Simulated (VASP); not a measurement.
# C (Im-3m) in VASP: a series of runs

The runs below take C through single point, relaxation of cell and atoms, with PBE.

Program: VASP 6.6.1. These are calculated values, not measurements. Logs are shortened: lines on timing, memory, paths and dates and some standing lists are left out, and cuts for length are marked.

## (1) The cell of the first run

The structure is cubic, space group Im-3m (No. 229). Conventional cell: a = 2.057 Å, b = 2.057 Å, c = 2.057 Å, α = 90.00°, β = 90.00°, γ = 90.00°. Within 2.4 Å of C (site symmetry m-3m) lie 14 C at 1.78 to 2.06 Å.

## (2) Single point, PBE

File INCAR:

```
SYSTEM = C
PREC     = Accurate       ! precision mode
ENCUT    = 520            ! plane-wave cutoff, eV
EDIFF    = 1E-7           ! SCF threshold, eV
ISMEAR   = -1             ! smearing method
SIGMA    = 0.08           ! smearing width, eV
LREAL    = .FALSE.        ! projectors in reciprocal space
LASPH    = .TRUE.         ! aspherical terms in the spheres
NELM     = 80             ! most SCF steps
ALGO     = Normal         ! electronic algorithm
ISIF     = 2              ! what is computed and relaxed
LWAVE    = .FALSE.        ! write WAVECAR
LCHARG   = .FALSE.        ! write CHGCAR
GGA      = PE             ! functional
NBANDS   = 8              ! bands
```

File KPOINTS:

```
regular mesh
0
G
  27 27 27
  0 0 0
```

File POSCAR:

```
C
1.0
   -1.0282927894      1.0282927894      1.0282927894
    1.0282927894     -1.0282927894      1.0282927894
    1.0282927894      1.0282927894     -1.0282927894
C
1
Direct
    0.0000000000      0.0000000000      0.0000000000
```

Potentials or basis: VASP PAW PBE potentials, release 64 (C).

Run with:

```sh
> cat potpaw_PBE.64/C/POTCAR > POTCAR
> mpirun -np 1 vasp_std > vasp.out
```

OUTCAR:

```text
SYSTEM = C
   PREC = Accurate
   ENCUT = 520
   EDIFF = 1E-7
   ISMEAR = -1
   LREAL = .FALSE.
   LASPH = .TRUE.
   NELM = 80
   ISIF = 2
   GGA = PE

 ion  position               nearest neighbor table
   1  0.000  0.000  0.000-

  LATTYP: Found a body centered cubic cell.
 ALAT       =     2.0565855788

  Lattice vectors:

 A1 = (  -1.0282927894,   1.0282927894,   1.0282927894)
 A2 = (   1.0282927894,  -1.0282927894,   1.0282927894)
 A3 = (   1.0282927894,   1.0282927894,  -1.0282927894)

Analysis of symmetry for initial positions (statically):
=====================================================================
 Subroutine PRICEL returns:
 Original cell was already a primitive cell.

 Routine SETGRP: Setting up the symmetry group for a
 body centered cubic supercell.

 Subroutine GETGRP returns: Found 48 space group operations
 (whereof 48 operations were pure point group operations)
 out of a pool of 48 trial point group operations.

The static configuration has the point symmetry O_h .

Analysis of symmetry for dynamics (positions and initial velocities):
=====================================================================
 Subroutine PRICEL returns:
 Original cell was already a primitive cell.

 Routine SETGRP: Setting up the symmetry group for a
 body centered cubic supercell.

 Subroutine GETGRP returns: Found 48 space group operations
 (whereof 48 operations were pure point group operations)
 out of a pool of 48 trial point group operations.

The dynamic configuration has the point symmetry O_h .

 Subroutine INISYM returns: Found 48 space group operations
 (whereof 48 operations are pure point group operations),
 and found     1 'primitive' translations

----------------------------------------------------------------------------------------

                                     Primitive cell

  volume of cell :       4.3492

  direct lattice vectors                    reciprocal lattice vectors
    -1.028292789  1.028292789  1.028292789     0.000000000  0.486242834  0.486242834
     1.028292789 -1.028292789  1.028292789     0.486242834  0.000000000  0.486242834
     1.028292789  1.028292789 -1.028292789     0.486242834  0.486242834  0.000000000

  length of vectors
     1.781055356  1.781055356  1.781055356     0.687651210  0.687651210  0.687651210

  position of ions in fractional coordinates (direct lattice)
     0.000000000  0.000000000  0.000000000

  ion indices of the primitive-cell ions
   primitive index   ion index
                 1           1

----------------------------------------------------------------------------------------

 KPOINTS: regular mesh

Automatic generation of k-mesh.
 Grid dimensions read from file:
 generate k-points for:   27   27   27

 Generating k-lattice:

  Cartesian coordinates                     Fractional coordinates (reciprocal lattice)
     0.000000000  0.018008994  0.018008994     0.037037037  0.000000000  0.000000000
     0.018008994  0.000000000  0.018008994     0.000000000  0.037037037  0.000000000
     0.018008994  0.018008994  0.000000000     0.000000000  0.000000000  0.037037037

  Length of vectors
     0.025468563  0.025468563  0.025468563

  Shift w.r.t. Gamma in fractional coordinates (k-lattice)
     0.000000000  0.000000000  0.000000000

 Subroutine IBZKPT returns following result:
 ===========================================

 Found    560 irreducible k-points:

 Following reciprocal coordinates:
            Coordinates               Weight
  0.000000  0.000000  0.000000      1.000000
  0.037037  0.000000  0.000000     12.000000
  0.074074  0.000000  0.000000     12.000000
  0.111111  0.000000  0.000000     12.000000
  0.148148  0.000000  0.000000     12.000000
  0.185185  0.000000  0.000000     12.000000
[... 16 lines left out ...]
  0.333333  0.037037 -0.000000     48.000000
  0.370370  0.037037  0.000000     48.000000
 [... further k-points ...]
   k-points           NKPTS =    560   k-points in BZ     NKDIM =    560   number of bands    NBANDS=      8
   number of dos      NEDOS =    301   number of ions     NIONS =      1
   total plane-waves  NPLWV =   2744
   dimension x,y,z NGX =    14 NGY =   14 NGZ =   14
   dimension x,y,z NGXF=    28 NGYF=   28 NGZF=   28
   ions per type =               1
   NGX,Y,Z   is equivalent  to a cutoff of  13.07, 13.07, 13.07 a.u.
   NGXF,Y,Z  is equivalent  to a cutoff of  26.14, 26.14, 26.14 a.u.
 SYSTEM =  C
   PREC   = accura    normal or accurate (medium, high low for compatibility)
   ISTART =      0    job   : 0-new  1-cont  2-samecut
   ICHARG =      2    charge: 1-file 2-atom 10-const
   ISPIN  =      1    spin polarized calculation?
   LNONCOLLINEAR =      F non collinear calculations
   LSORBIT =      F    spin-orbit coupling
   LASPH  =      T    aspherical Exc in radial PAW
   ENCUT  =  520.0 eV  38.22 Ry    6.18 a.u.   3.31  3.31  3.31*2*pi/ulx,y,z
   NELM   =     80;   NELMIN=  2; NELMDL= -5     # of ELM steps
   EDIFF  = 0.1E-06   stopping-criterion for ELM
   LREAL  =      F    real-space projection
   EDIFFG = 0.1E-05   stopping-criterion for IOM
   NSW    =      0    number of steps for IOM
   IBRION =     -1    ionic relax: 0-MD 1-quasi-New 2-CG
   NFREE  =      0    steps in history (QN), initial steepest desc. (CG)
   ISIF   =      2    stress and relaxation
   ISYM   =      2    0-nonsym 1-usesym 2-fastsym
   POTIM  = 0.5000    time-step for ionic-motion
   TEBEG  =    0.0;   TEEND  =   0.0 temperature during run
   PSTRESS=    0.0 pullay stress
   NELECT =       4.0000    total number of electrons
   NUPDOWN=      -1.0000    fix difference up-down
   EMIN   =  10.00;   EMAX   =-10.00  energy-range for DOS
   EFERMI =   0.00;   METHOD = LEGACY
   ISMEAR =    -1;   SIGMA  =   0.08  broadening in eV -4-tet -1-fermi 0-gaus
   EFERMI_NEDOS =   21; number of points for ismear=-14 and -15
   IALGO  =     38    algorithm
   IMIX   =      4    mixing-type and parameters
     AMIX     =   0.40;   BMIX     =  1.00
     AMIX_MAG =   1.60;   BMIX_MAG =  1.00
  volume/ion in A,a.u.               =       4.35        29.35
  Fermi-wavevector in a.u.,A,eV,Ry     =   1.592055  3.008548 34.485855  2.534639
  Thomas-Fermi vector in A             =   2.690499
   LORBIT       =      0    0 simple, 1 ext, 2 COOP (PROOUT), +10 PAW based schemes
   GGA     = PE    functional components
   LHFCALC =     F    Hartree Fock is set to
   AEXX    =    0.0000 exact exchange contribution
   IVDW    =     0    specifies the selected vdW correction
   LEPSILON=     F    determine dielectric tensor
   LRPA    =     F    only Hartree local field effects (RPA)
 non-spin polarized calculation
  energy-cutoff  :      520.00
  volume of cell :        4.35
 maximum number of plane-waves:       135
 NGX is ok and might be reduce to    14
   NGX =  7   NGY =  7   NGZ =  7

 number of electron       4.0000000 magnetization

 Free energy of the ion-electron system (eV)
  ---------------------------------------------------
  ext. energy  EPLUGINS =         0.00000000
  ---------------------------------------------------
  free energy    TOTEN  =        -3.90510779 eV

  energy without entropy =       -3.89983139  energy(sigma->0) =       -3.90246959

 E-fermi :  15.6505     XC(G=0): -15.3052

 val. band max:       15.5854561740   @ k =  -0.3333   0.3704   0.2963
 cond. band min:      15.6510271488   @ k =  -0.3333  -0.4815   0.0370
 fundamental gap:      0.0655709748
 Fermi energy:        15.6505251531

 k-point     1 :       0.0000    0.0000    0.0000
  band No.  band energies     occupation
      1     -10.9029      2.00000
      2      29.4164      0.00000
      3      29.4164      0.00000
      4      29.4164      0.00000
      5      56.5627      0.00000
      6      56.5627      0.00000
      7      56.5627      0.00000
      8      61.8150      0.00000

 k-point     2 :       0.0370    0.0000    0.0000
  band No.  band energies     occupation
      1     -10.8230      2.00000
      2      29.2008      0.00000
      3      29.2626      0.00000
      4      29.3823      0.00000
      5      55.8362      0.00000
      6      55.9058      0.00000
      7      56.8969      0.00000
      8      60.2014      0.00000

 k-point     3 :       0.0741    0.0000    0.0000
  band No.  band energies     occupation
      1     -10.5836      2.00000
      2      28.5545      0.00000
      3      28.8263      0.00000
      4      29.2814      0.00000
      5      53.8691      0.00000
      6      54.2556      0.00000
      7      57.8745      0.00000
      8      59.6363      0.00000

 k-point     4 :       0.1111    0.0000    0.0000
  band No.  band energies     occupation
      1     -10.1847      2.00000
      2      27.4682      0.00000
      3      28.1736      0.00000
      4      29.1177      0.00000
      5      51.4791      0.00000
      6      52.4686      0.00000
      7      58.8519      0.00000
      8      59.4347      0.00000

 k-point     5 :       0.1481    0.0000    0.0000
  band No.  band energies     occupation
      1      -9.6270      2.00000
      2      25.9563      0.00000
      3      27.3759      0.00000
      4      28.8994      0.00000
      5      49.3882      0.00000
      6      50.7167      0.00000
      7      58.1990      0.00000
      8      61.0145      0.00000

 k-point     6 :       0.1852    0.0000    0.0000
  band No.  band energies     occupation
      1      -8.9110      2.00000
      2      24.0710      0.00000
      3      26.5099      0.00000
      4      28.6307      0.00000
      5      47.7364      0.00000
      6      49.0842      0.00000
      7      57.8570      0.00000
      8      62.2195      0.00000

 k-point     7 :       0.2222    0.0000    0.0000
  band No.  band energies     occupation
      1      -8.0377      2.00000
      2      21.8955      0.00000
      3      25.6378      0.00000
      4      28.3310      0.00000
      5      46.5130      0.00000
      6      47.6059      0.00000
      7      57.8219      0.00000
      8      63.5971      0.00000
[... 133 lines left out ...]
 k-point    20 :       0.2222    0.0370    0.0000
  band No.  band energies     occupation
      1      -7.4830      2.00000
      2      20.7550      0.00000
      3      25.0486      0.00000
      4      27.9877      0.00000
      5      46.0690      0.00000
      6      47.0239      0.00000
      7      57.8702      0.00000
      8      64.6423      0.00000

 k-point    21 :       0.2593    0.0370    0.0000
  band No.  band energies     occupation
      1      -6.3779      2.00000
      2      18.3358      0.00000
      3      24.2386      0.00000
      4      27.6534      0.00000
      5      45.3931      0.00000
      6      45.8804      0.00000
      7      58.2555      0.00000
      8      65.5889      0.00000

 k-point    22 :       0.2963    0.0370    0.0000
  band No.  band energies     occupation
      1      -5.1229      2.00000
      2      15.8515      0.15002
      3      23.5214      0.00000
      4      27.3331      0.00000
      5      44.8796      0.00000
      6      44.9848      0.00000
      7      58.8713      0.00000
      8      65.3956      0.00000

 k-point    23 :       0.3333    0.0370   -0.0000
  band No.  band energies     occupation
      1      -3.7258      2.00000
      2      13.3767      2.00000
      3      22.9142      0.00000
      4      27.0431      0.00000
      5      44.0902      0.00000
      6      44.7134      0.00000
      7      59.6732      0.00000
      8      64.8593      0.00000

 k-point    24 :       0.3704    0.0370    0.0000
  band No.  band energies     occupation
      1      -2.2029      2.00000
      2      10.9748      2.00000
      3      22.4305      0.00000
      4      26.7993      0.00000
      5      43.4612      0.00000
      6      44.5761      0.00000
      7      60.5871      0.00000
      8      64.3011      0.00000

 [... further k-points ...]
[... 5 lines left out ...]
  --------------------------------------------------------------------------------------
  -------------------------------------------------------------------------------------
  Total        5.1759357      5.1759357      5.1759357      0.0000000      0.0000000      0.0000000
  in kB     1906.7295203   1906.7295203   1906.7295203      0.0000000      0.0000000      0.0000000
  external PRESSURE =    1906.7295203 kB  Pullay stress =       0.0000000 kB

 VOLUME and BASIS-vectors are now :
 -----------------------------------------------------------------------------
  energy-cutoff  :      520.00
  volume of cell :        4.35
      direct lattice vectors                 reciprocal lattice vectors
    -1.028292789  1.028292789  1.028292789     0.000000000  0.486242834  0.486242834
     1.028292789 -1.028292789  1.028292789     0.486242834  0.000000000  0.486242834
     1.028292789  1.028292789 -1.028292789     0.486242834  0.486242834  0.000000000

 POSITION                                       TOTAL-FORCE (eV/Angst)
 -----------------------------------------------------------------------------------
      0.00000      0.00000      0.00000        -0.000000      0.000000      0.000000
 -----------------------------------------------------------------------------------
    total drift:                               -0.000000     -0.000000      0.000000

  FREE ENERGIE OF THE ION-ELECTRON SYSTEM (eV)
  ---------------------------------------------------
  free  energy   TOTEN  =        -3.9051077891 eV

  energy  without entropy=       -3.8998313858  energy(sigma->0) =       -3.90246959
```

Run time: 4.4 s. Hardware: 1 thread of Intel Xeon 6975P-C (Granite Rapids), shared host; peak memory 0.11 GiB.

What came out:

| Item | Value |
| --- | --- |
| Free energy | -3.9051 eV |
| Pressure | 190.7 GPa |
| Band gap on the k mesh | zero (band 2 reaches 29.42 eV, above the bottom of band 3 at 10.80 eV) |

## (3) Relaxation of cell and atoms, PBE, target pressure 190 GPa, at which the enthalpy is minimised

File INCAR:

```
PREC = Accurate
ENCUT = 600
EDIFF = 1E-6
ISMEAR = -1
SIGMA = 0.08
LREAL = False
LASPH = True
NELM = 80
ALGO = Normal
ISIF = 3
LWAVE = False
LCHARG = False
GGA = PE
IBRION = 2
NSW = 32
EDIFFG = -0.005
PSTRESS = 1900.0
```

File KPOINTS:

```
regular mesh
0
Gamma
  27 27 27
```

POSCAR is that of step 2.

Potentials or basis: VASP PAW PBE potentials, release 64 (C).

Run with:

```sh
> cat potpaw_PBE.64/C/POTCAR > POTCAR
> mpirun -np 1 vasp_std > vasp.out
```

Run time: 4.4 s. Hardware: 1 thread of Intel Xeon 6975P-C (Granite Rapids), shared host; peak memory 0.11 GiB.

The run converged. Its results:

* Free energy: -3.9078 eV
* Relaxed volume: 4.35 Å³/atom
* Relaxed cell: a = 1.781 Å, b = 1.781 Å, c = 1.781 Å, α = 109.47°, β = 109.47°, γ = 109.47°
* Space group after relaxing (to 0.05 Å): Im-3m (No. 229)
* Energy change on relaxing (the enthalpy is what falls): -1.3 meV/atom
* Ionic steps: 3
* Pressure after relaxing: 189.9 GPa
* Band gap on the k mesh: zero (band 2 reaches 29.41 eV, above the bottom of band 3 at 10.80 eV)

Step by step:
```tsv
step	energy change (eV)	largest force (eV/Å)	pressure (GPa)	volume (Å³)
1	0.0000	0.0000	190.19	4.35
2	-0.0038	0.0000	189.64	4.35
3	-0.0013	0.0000	189.92	4.35
```

Final structure:
```cif
data_structure
_symmetry_space_group_name_H-M 'P 1'
_symmetry_Int_Tables_number 1
_cell_length_a 1.7812
_cell_length_b 1.7812
_cell_length_c 1.7812
_cell_angle_alpha 109.471
_cell_angle_beta 109.471
_cell_angle_gamma 109.471
_cell_volume 4.35
loop_
_atom_site_label
_atom_site_type_symbol
_atom_site_fract_x
_atom_site_fract_y
_atom_site_fract_z
_atom_site_occupancy
C1 C 0.00000 0.00000 0.00000 1
```

Levels at points of the mesh, in eV from the Fermi level:
| k point | band 1 | band 2 | band 3 | band 4 | band 5 | band 6 |
| --- | --- | --- | --- | --- | --- | --- |
| (0.00, 0.00, 0.00) | -26.55 | 13.76 | 13.76 | 13.76 | 40.91 | 40.91 |

Caveat: the cell is relaxed towards a set pressure, so the enthalpy falls and the energy may rise.

## (4) Relaxation of cell and atoms, PBE, target pressure 190 GPa, at which the enthalpy is minimised

This run uses another cell than the first one, of 4.44 Å³/atom, 1.021 times its volume.

File INCAR:

```
  PREC = Accurate
  ENCUT = 600
  EDIFF = 1E-6
  ISMEAR = -1
  SIGMA = 0.08
  LREAL = False
  LASPH = True
  NELM = 80
  ALGO = Normal
  ISIF = 3
  LWAVE = False
  LCHARG = False
  GGA = PE
  IBRION = 2
  NSW = 60
  EDIFFG = -0.005
  PSTRESS = 1900.0
```

KPOINTS is that of step 3.

File POSCAR:

```
C
1.0
   -1.0353722817      1.0353722817      1.0353722817
    1.0353722817     -1.0353722817      1.0353722817
    1.0353722817      1.0353722817     -1.0353722817
C
1
Direct
    0.0000000000      0.0000000000      0.0000000000
```

Run with:

```sh
> cat potpaw_PBE.64/C/POTCAR > POTCAR
> mpirun -np 1 vasp_std > vasp.out
```

It took 7 s on 1 thread of Intel Xeon 6975P-C (Granite Rapids), shared host; peak memory 0.12 GiB.

Results (log left out):

```yaml
Free_energy: -3.9072 eV
Relaxed_volume: 4.35 Å³/atom
Relaxed_cell: a = 1.781 Å, b = 1.781 Å, c = 1.781 Å, α = 109.47°, β = 109.47°, γ = 109.47°
Space_group_after_relaxing_to_0.05_Å: Im-3m (No. 229)
Energy_change_on_relaxing_the_enthalpy_is_what_falls: +102.3 meV/atom
Ionic_steps: 4
Pressure_after_relaxing: 190.0 GPa
Band_gap_on_the_k_mesh: zero (band 2 reaches 29.41 eV, above the bottom of band 3 at 10.80 eV)
```

Step by step:
```csv
step,energy change (eV),largest force (eV/Å),pressure (GPa),volume (Å³)
1,0.0000,0.0000,173.94,4.44
2,0.3495,0.0000,228.63,4.16
3,0.1002,0.0000,189.74,4.35
4,0.1023,0.0000,190.03,4.35
```

Final structure:
```
CELL_PARAMETERS angstrom
-1.02832 1.02832 1.02832
1.02832 -1.02832 1.02832
1.02832 1.02832 -1.02832
ATOMIC_POSITIONS crystal
C 0.00000 0.00000 0.00000
```

Levels at points of the mesh, in eV from the Fermi level:
| k point | band 1 | band 2 | band 3 | band 4 | band 5 | band 6 |
| --- | --- | --- | --- | --- | --- | --- |
| (0.00, 0.00, 0.00) | -26.55 | 13.76 | 13.76 | 13.76 | 40.91 | 40.91 |

Caveat: the cell is relaxed towards a set pressure, so the enthalpy falls and the energy may rise.

## (5) The runs side by side

| task | cell | cutoff (eV) | gap on the mesh (eV) | pressure (GPa) |
| --- | --- | --- | --- | --- |
| single point | a = 1.781 Å, angles 109.5°, 1 atom | 520 | none | 190.7 |
| relaxation of cell and atoms | relaxed to 190 GPa from a = 1.781 Å, angles 109.5°, 1 atom | 600 | none | 189.9 |
| relaxation of cell and atoms | relaxed to 190 GPa from a = 1.793 Å, angles 109.5°, 1 atom | 600 | none | 190.0 |

Alike in all rows: level PBE; potentials or basis VASP PAW PBE potentials, release 64 (C); no spin polarisation; k mesh 27 × 27 × 27; smearing fermi-dirac 0.08 eV.

Caveats: the cell is relaxed towards a set pressure, so the enthalpy falls and the energy may rise (some runs).

Absolute energies hang on the potentials; compare differences alone.
